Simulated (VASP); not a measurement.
# MgO (Fm-3m) in VASP: single point with PBE

Aim: the single point of MgO with PBE.

Program: VASP 6.6.1. These are calculated values, not measurements. Logs are shortened: lines on timing, memory, paths and dates and some standing lists are left out, and cuts for length are marked.

## (1) The cell of the first run

The structure is cubic, space group Fm-3m (No. 225). Conventional cell: a = 4.324 Å, b = 4.324 Å, c = 4.324 Å, α = 90.00°, β = 90.00°, γ = 90.00°. Mg (site symmetry m-3m) has 6 O at 2.16 Å within 2.9 Å. O (site symmetry m-3m) has 6 Mg at 2.16 Å within 2.9 Å.

## (2) Single point, PBE

File INCAR:

```
SYSTEM = MgO
PREC = Accurate
ENCUT = 840
EDIFF = 1E-6
ISMEAR = -1
SIGMA = 0.02
LREAL = .FALSE.
LASPH = .TRUE.
NELM = 120
ALGO = Normal
ISIF = 2
LWAVE = .FALSE.
LCHARG = .TRUE.
GGA = PE
LELF = .TRUE.
LVHAR = .TRUE.
NBANDS = 15
GGA_COMPAT = .FALSE.
```

File KPOINTS:

```
regular mesh
0
G
  7 7 7
  0 0 0
```

File POSCAR:

```
MgO
1.0
    0.0000000000      2.1620000000      2.1620000000
    2.1620000000      0.0000000000      2.1620000000
    2.1620000000      2.1620000000      0.0000000000
Mg O
1 1
Direct
    0.0000000000      0.0000000000      0.0000000000
    0.5000000000      0.5000000000      0.5000000000
```

Potentials or basis: VASP PAW PBE potentials, release 64 (Mg_sv, O).

Launch:

```sh
cat potpaw_PBE.64/Mg_sv/POTCAR potpaw_PBE.64/O/POTCAR > POTCAR
mpirun -np 1 vasp_std > vasp.out
```

OUTCAR:

```text
SYSTEM = MgO
   PREC = Accurate
   ENCUT = 840
   EDIFF = 1E-6
   ISMEAR = -1
   LREAL = .FALSE.
   LASPH = .TRUE.
   NELM = 120
   ISIF = 2
   GGA = PE

 ion  position               nearest neighbor table
   1  0.000  0.000  0.000-
   2  0.500  0.500  0.500-

  LATTYP: Found a face centered cubic cell.
 ALAT       =     4.3240000000

  Lattice vectors:

 A1 = (   0.0000000000,   2.1620000000,   2.1620000000)
 A2 = (   2.1620000000,   0.0000000000,   2.1620000000)
 A3 = (   2.1620000000,   2.1620000000,   0.0000000000)

Analysis of symmetry for initial positions (statically):
=====================================================================
 Subroutine PRICEL returns:
 Original cell was already a primitive cell.

 Routine SETGRP: Setting up the symmetry group for a
 face centered cubic supercell.

 Subroutine GETGRP returns: Found 48 space group operations
 (whereof 48 operations were pure point group operations)
 out of a pool of 48 trial point group operations.

The static configuration has the point symmetry O_h .

Analysis of symmetry for dynamics (positions and initial velocities):
=====================================================================
 Subroutine PRICEL returns:
 Original cell was already a primitive cell.

 Routine SETGRP: Setting up the symmetry group for a
 face centered cubic supercell.

 Subroutine GETGRP returns: Found 48 space group operations
 (whereof 48 operations were pure point group operations)
 out of a pool of 48 trial point group operations.

The dynamic configuration has the point symmetry O_h .

 Subroutine INISYM returns: Found 48 space group operations
 (whereof 48 operations are pure point group operations),
 and found     1 'primitive' translations

----------------------------------------------------------------------------------------

                                     Primitive cell

  volume of cell :      20.2114

  direct lattice vectors                    reciprocal lattice vectors
     0.000000000  2.162000000  2.162000000    -0.231267345  0.231267345  0.231267345
     2.162000000  0.000000000  2.162000000     0.231267345 -0.231267345  0.231267345
     2.162000000  2.162000000  0.000000000     0.231267345  0.231267345 -0.231267345

  length of vectors
     3.057529722  3.057529722  3.057529722     0.400566792  0.400566792  0.400566792

  position of ions in fractional coordinates (direct lattice)
     0.000000000  0.000000000  0.000000000
     0.500000000  0.500000000  0.500000000

  ion indices of the primitive-cell ions
   primitive index   ion index
                 1           1
                 2           2

----------------------------------------------------------------------------------------

 KPOINTS: regular mesh

Automatic generation of k-mesh.
 Grid dimensions read from file:
 generate k-points for:    7    7    7

 Generating k-lattice:

  Cartesian coordinates                     Fractional coordinates (reciprocal lattice)
    -0.033038192  0.033038192  0.033038192     0.142857143  0.000000000  0.000000000
     0.033038192 -0.033038192  0.033038192     0.000000000  0.142857143  0.000000000
     0.033038192  0.033038192 -0.033038192     0.000000000  0.000000000  0.142857143

  Length of vectors
     0.057223827  0.057223827  0.057223827

  Shift w.r.t. Gamma in fractional coordinates (k-lattice)
     0.000000000  0.000000000  0.000000000

 Subroutine IBZKPT returns following result:
 ===========================================

 Found     20 irreducible k-points:

 Following reciprocal coordinates:
            Coordinates               Weight
  0.000000  0.000000  0.000000      1.000000
  0.142857  0.000000  0.000000      8.000000
  0.285714  0.000000  0.000000      8.000000
  0.428571  0.000000  0.000000      8.000000
  0.142857  0.142857  0.000000      6.000000
  0.285714  0.142857  0.000000     24.000000
[... 12 lines left out ...]
 -0.428571  0.428571  0.142857     24.000000
 -0.285714  0.428571  0.142857     24.000000
   k-points           NKPTS =     20   k-points in BZ     NKDIM =     20   number of bands    NBANDS=     15
   number of dos      NEDOS =    301   number of ions     NIONS =      2
   total plane-waves  NPLWV =  27000
   dimension x,y,z NGX =    30 NGY =   30 NGZ =   30
   dimension x,y,z NGXF=    60 NGYF=   60 NGZF=   60
   ions per type =               1   1
   NGX,Y,Z   is equivalent  to a cutoff of  16.31, 16.31, 16.31 a.u.
   NGXF,Y,Z  is equivalent  to a cutoff of  32.62, 32.62, 32.62 a.u.
 SYSTEM =  MgO
   PREC   = accura    normal or accurate (medium, high low for compatibility)
   ISTART =      0    job   : 0-new  1-cont  2-samecut
   ICHARG =      2    charge: 1-file 2-atom 10-const
   ISPIN  =      1    spin polarized calculation?
   LNONCOLLINEAR =      F non collinear calculations
   LSORBIT =      F    spin-orbit coupling
   LASPH  =      T    aspherical Exc in radial PAW
   ENCUT  =  840.0 eV  61.74 Ry    7.86 a.u.   7.23  7.23  7.23*2*pi/ulx,y,z
   NELM   =    120;   NELMIN=  2; NELMDL= -5     # of ELM steps
   EDIFF  = 0.1E-05   stopping-criterion for ELM
   LREAL  =      F    real-space projection
   EDIFFG = 0.1E-04   stopping-criterion for IOM
   NSW    =      0    number of steps for IOM
   IBRION =     -1    ionic relax: 0-MD 1-quasi-New 2-CG
   NFREE  =      0    steps in history (QN), initial steepest desc. (CG)
   ISIF   =      2    stress and relaxation
   ISYM   =      2    0-nonsym 1-usesym 2-fastsym
   POTIM  = 0.5000    time-step for ionic-motion
   TEBEG  =    0.0;   TEEND  =   0.0 temperature during run
   PSTRESS=    0.0 pullay stress
   NELECT =      16.0000    total number of electrons
   NUPDOWN=      -1.0000    fix difference up-down
   EMIN   =  10.00;   EMAX   =-10.00  energy-range for DOS
   EFERMI =   0.00;   METHOD = LEGACY
   ISMEAR =    -1;   SIGMA  =   0.02  broadening in eV -4-tet -1-fermi 0-gaus
   EFERMI_NEDOS =   21; number of points for ismear=-14 and -15
   IALGO  =     38    algorithm
   IMIX   =      4    mixing-type and parameters
     AMIX     =   0.40;   BMIX     =  1.00
     AMIX_MAG =   1.60;   BMIX_MAG =  1.00
  volume/ion in A,a.u.               =      10.11        68.20
  Fermi-wavevector in a.u.,A,eV,Ry     =   1.514430  2.861857 31.204928  2.293498
  Thomas-Fermi vector in A             =   2.624088
   LORBIT       =      0    0 simple, 1 ext, 2 COOP (PROOUT), +10 PAW based schemes
   GGA     = PE    functional components
   LHFCALC =     F    Hartree Fock is set to
   AEXX    =    0.0000 exact exchange contribution
   IVDW    =     0    specifies the selected vdW correction
   LEPSILON=     F    determine dielectric tensor
   LRPA    =     F    only Hartree local field effects (RPA)
 non-spin polarized calculation
  energy-cutoff  :      840.00
  volume of cell :       20.21
 maximum number of plane-waves:      1139
 NGX is ok and might be reduce to    30
   NGX = 15   NGY = 15   NGZ = 15

 number of electron      16.0000002 magnetization

 Free energy of the ion-electron system (eV)
  ---------------------------------------------------
  ext. energy  EPLUGINS =         0.00000000
  ---------------------------------------------------
  free energy    TOTEN  =       -11.86695714 eV

  energy without entropy =      -11.86695714  energy(sigma->0) =      -11.86695714

 E-fermi :   2.8186     XC(G=0): -11.0016

 val. band max:        2.3738273235   @ k =   0.0000   0.0000   0.0000
 cond. band min:       6.3869368254   @ k =   0.0000   0.0000   0.0000
 fundamental gap:      4.0131095019
 Fermi energy:         2.8186469401

 k-point     1 :       0.0000    0.0000    0.0000
  band No.  band energies     occupation
      1     -70.1776      2.00000
      2     -36.9105      2.00000
      3     -36.9105      2.00000
      4     -36.9105      2.00000
      5     -14.4938      2.00000
      6       2.3738      2.00000
      7       2.3738      2.00000
      8       2.3738      2.00000
      9       6.3869      0.00000
     10      17.7303      0.00000
     11      17.7303      0.00000
     12      17.7303      0.00000
     13      21.4407      0.00000
     14      23.1340      0.00000
     15      23.1340      0.00000

 k-point     2 :       0.1429    0.0000    0.0000
  band No.  band energies     occupation
      1     -70.1764      2.00000
      2     -36.9223      2.00000
      3     -36.9117      2.00000
      4     -36.9117      2.00000
      5     -14.3067      2.00000
      6       1.2288      2.00000
      7       2.2586      2.00000
      8       2.2586      2.00000
      9       7.5244      0.00000
     10      15.7829      0.00000
     11      18.1186      0.00000
     12      18.1186      0.00000
     13      21.8915      0.00000
     14      21.8915      0.00000
     15      23.4828      0.00000

 k-point     3 :       0.2857    0.0000    0.0000
  band No.  band energies     occupation
      1     -70.1738      2.00000
      2     -36.9486      2.00000
      3     -36.9146      2.00000
      4     -36.9146      2.00000
      5     -13.8509      2.00000
      6      -0.5573      2.00000
      7       2.0129      2.00000
      8       2.0129      2.00000
      9       9.1098      0.00000
     10      14.2124      0.00000
     11      18.3444      0.00000
     12      18.3444      0.00000
     13      21.9208      0.00000
     14      21.9208      0.00000
     15      22.9214      0.00000
[... 271 lines left out ...]
 k-point    19 :      -0.4286    0.4286    0.1429
  band No.  band energies     occupation
      1     -70.1699      2.00000
      2     -36.9575      2.00000
      3     -36.9365      2.00000
      4     -36.9304      2.00000
      5     -13.1970      2.00000
      6      -1.0117      2.00000
      7       0.5789      2.00000
      8       1.0178      2.00000
      9      12.4381      0.00000
     10      12.4452      0.00000
     11      14.3671      0.00000
     12      18.4315      0.00000
     13      21.0159      0.00000
     14      26.0118      0.00000
     15      27.9449      0.00000

 k-point    20 :      -0.2857    0.4286    0.1429
  band No.  band energies     occupation
      1     -70.1698      2.00000
      2     -36.9500      2.00000
      3     -36.9478      2.00000
      4     -36.9292      2.00000
      5     -13.1476      2.00000
      6      -0.5003      2.00000
      7      -0.3241      2.00000
      8       1.0437      2.00000
      9      12.8279      0.00000
     10      13.6738      0.00000
     11      13.8151      0.00000
     12      17.5663      0.00000
     13      21.9489      0.00000
     14      24.2431      0.00000
     15      27.9661      0.00000

------------------------ aborting loop because EDIFF is reached ----------------------------------------

  FORCE on cell =-STRESS in cart. coord.  units (eV):
  Direction    XX          YY          ZZ          XY          YZ          ZX
  --------------------------------------------------------------------------------------
  -------------------------------------------------------------------------------------
  Total       -0.8381480     -0.8381480     -0.8381480     -0.0000000     -0.0000000      0.0000000
  in kB      -66.4407062    -66.4407062    -66.4407062     -0.0000000     -0.0000000      0.0000000
  external PRESSURE =     -66.4407062 kB  Pullay stress =       0.0000000 kB

 VOLUME and BASIS-vectors are now :
 -----------------------------------------------------------------------------
  energy-cutoff  :      840.00
  volume of cell :       20.21
      direct lattice vectors                 reciprocal lattice vectors
     0.000000000  2.162000000  2.162000000    -0.231267345  0.231267345  0.231267345
     2.162000000  0.000000000  2.162000000     0.231267345 -0.231267345  0.231267345
     2.162000000  2.162000000  0.000000000     0.231267345  0.231267345 -0.231267345

 POSITION                                       TOTAL-FORCE (eV/Angst)
 -----------------------------------------------------------------------------------
      0.00000      0.00000      0.00000        -0.000000      0.000000     -0.000000
      2.16200      2.16200      2.16200         0.000000     -0.000000      0.000000
 -----------------------------------------------------------------------------------
    total drift:                                0.000000      0.000000      0.000000

  FREE ENERGIE OF THE ION-ELECTRON SYSTEM (eV)
  ---------------------------------------------------
  free  energy   TOTEN  =       -11.8669571350 eV

  energy  without entropy=      -11.8669571350  energy(sigma->0) =      -11.86695714
```

It took 11 s on 1 thread of AMD EPYC 7R43 (Zen 3), shared host; peak memory 0.13 GiB.

Results:

- Free energy: -11.8670 eV
- Pressure: -6.6 GPa
- Band gap on the k mesh: 4.01 eV

Levels at points of the mesh, in eV from the valence-band top:
```tsv
k point	band 6	band 7	band 8	band 9	band 10	band 11
(0.00, 0.00, 0.00)	0.00	0.00	0.00	4.01	15.36	15.36
```

Caveat: the cell stands under tension. A hybrid or GW would open this gap; PBE tends to underestimate it.
